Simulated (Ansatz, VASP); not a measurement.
Rh: VASP beside Ansatz

Contents of INCAR:

```
SYSTEM = Rh
PREC = Accurate ; ENCUT = 520
EDIFF = 1E-7 ; ISMEAR = -1
SIGMA = 0.05 ; LREAL = .False.
LASPH = .True. ; NELM = 60
ALGO = Normal ; ISIF = 2
LWAVE = .False. ; LCHARG = .False.
GGA = CA ; NBANDS = 22
```

File KPOINTS:

```
regular mesh
0
Gamma
  11 11 6
  0 0 0
```

Contents of POSCAR:

```
Rh
1.0
    2.6940693954      0.0000000000      0.0000000000
   -1.3470346977      2.3331325361      0.0000000000
    0.0000000000      0.0000000000      4.3686372171
Rh
2
Direct
    0.3333333333      0.6666666667      0.2500000000
    0.6666666667      0.3333333333      0.7500000000
```

File input.yaml:

```yaml
crystal:
  lattice:
    - [2.6940693954, 0.0, 0.0]
    - [-1.3470346977, 2.3331325361, 0.0]
    - [0.0, 0.0, 4.3686372171]
  atoms:
    - { symbol: Rh, position: [0.3333333333, 0.6666666667, 0.25] }
    - { symbol: Rh, position: [0.6666666667, 0.3333333333, 0.75] }
kpoints:
  mp_grid: { grid: [11, 11, 6] }
scf:
  occupations: { method: fermi_dirac, width: 0.05 }
hamiltonian:
  xc: lda
  pseudopotentials: { kind: all_electron, lapw: { basis_error: 0.001 } }
output:
  forces: true
  stress: true
  eigenvalues: true
```

Change from the starting cell: volume scaled by 0.96.

Alike in both runs: task single point; functional LDA; k mesh 11 × 11 × 6; occupations fermi-dirac, width 0.05 eV; no spin polarisation.

|  | VASP | Ansatz |
| --- | --- | --- |
| version | VASP 6.6.1 | Ansatz 0.2.0 |
| potentials or method | VASP PAW LDA potentials, release 64 (Rh_pv), cutoff 520 eV | all-electron LAPW, scalar-relativistic |

|  | VASP | Ansatz | Ansatz less VASP |
| --- | --- | --- | --- |
| gap on the k mesh at the Fermi level (eV) | none | none | - |
| pressure (GPa) | -8.9 | -9.7 | -0.78 |
| traceless stress, the component that is largest in VASP (GPa) | -0.86 | -0.89 | -0.029 |

LDA's correlation is that of Perdew and Zunger in VASP and of Perdew and Wang (1992) in Ansatz. A gap of «none» marks a metal or a gap that the smearing closes. Ansatz ran all-electron here, and VASP with PAW potentials.
